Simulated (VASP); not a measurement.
The system is InAs.

```
In As
1.0
     0.00000    3.09435    3.09435
     3.09435    0.00000    3.09435
     3.09435    3.09435    0.00000
In As
1 1
Direct
  0.00000 0.00000 0.00000
  0.25000 0.25000 0.25000
```

| Quantity | Value |
| --- | --- |
| Program | VASP 6.6.1 |
| Task | relaxation of cell and atoms |
| Functional | LDA |
| Potentials or basis | VASP PAW LDA potentials, release 64 (In_d, As) |
| Cutoff | 600 eV |
| k mesh | 6 × 6 × 6 |
| Occupations | fermi-dirac, width 0.02 eV |
| Spin | no spin polarisation |

At the start: pressure -3.8 GPa; volume 29.63 Å³/atom.

Problem. How do energy, volume and symmetry change on relaxing?

Solution. Over 3 steps the energy falls by 27.5 meV/atom and the volume is 27.47 Å³/atom (-7.3 %); space group F-43m (No. 216, to 0.1 Å) before and after.

The path:
| step | energy change (eV) | largest force (eV/Å) | pressure (GPa) | volume (Å³) |
| --- | --- | --- | --- | --- |
| 1 | 0.0000 | 0.0000 | -3.81 | 59.26 |
| 2 | -0.0466 | 0.0000 | 1.82 | 53.42 |
| 3 | -0.0551 | 0.0000 | -0.01 | 54.94 |

Final structure:
```
CELL_PARAMETERS angstrom
0.00000 3.01738 3.01738
3.01738 0.00000 3.01738
3.01738 3.01738 0.00000
ATOMIC_POSITIONS crystal
In 0.00000 0.00000 0.00000
As 0.25000 0.25000 0.25000
```
